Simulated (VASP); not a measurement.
BaTiO3:

```
Ba Ti O
1.0
     2.82737    1.63238    2.31839
    -2.82737    1.63238    2.31839
     0.00000   -3.26476    2.31839
Ba Ti O
1 1 3
Direct
  0.00000 0.00000 0.00000
  0.48450 0.48450 0.48450
  0.50860 0.01750 0.50860
  0.01750 0.50860 0.50860
  0.50860 0.50860 0.01750
```

* Program: VASP 6.6.1
* Task: relaxation of cell and atoms
* Functional: BLYP
* Dispersion: D3(BJ)
* Potentials or basis: VASP PAW PBE potentials, release 64 (Ba_sv, Ti_sv, O)
* Cutoff: 600 eV
* k mesh: 7 × 7 × 7
* Occupations: fermi-dirac, width 0.05 eV
* Spin: no spin polarisation

At the start: pressure 4.8 GPa; volume 12.84 Å³/atom.

Question: Where does the relaxation end?

Answer: Over 11 steps the energy falls by 5.8 meV/atom and the volume is 13.20 Å³/atom (+2.8 %); space group R3m (No. 160, to 0.1 Å) before and after.

Step by step:
```csv
step,energy change (eV),largest force (eV/Å),pressure (GPa),volume (Å³)
1,0.0000,0.3519,4.81,64.20
2,0.0091,0.3260,-4.98,67.85
3,-0.0276,0.0962,-0.03,65.85
4,-0.0276,0.0967,0.06,65.82
5,-0.0281,0.0664,0.06,65.85
6,-0.0286,0.0346,0.06,65.91
7,-0.0286,0.0404,0.06,65.92
8,-0.0288,0.0267,-0.06,66.00
9,-0.0288,0.0210,-0.11,66.03
10,-0.0288,0.0202,0.13,65.97
11,-0.0288,0.0057,0.01,66.00
```

Final structure:
```
Ba Ti O
1.0
     2.85375    1.64761    2.33948
    -2.85375    1.64761    2.33948
     0.00000   -3.29523    2.33948
Ba Ti O
1 1 3
Direct
  0.99733 0.99733 0.99733
  0.48484 0.48484 0.48484
  0.50978 0.01746 0.50978
  0.01746 0.50978 0.50978
  0.50978 0.50978 0.01746
```

Caveat: the PAW data sets were made with another functional, which shifts forces and pressure a little.
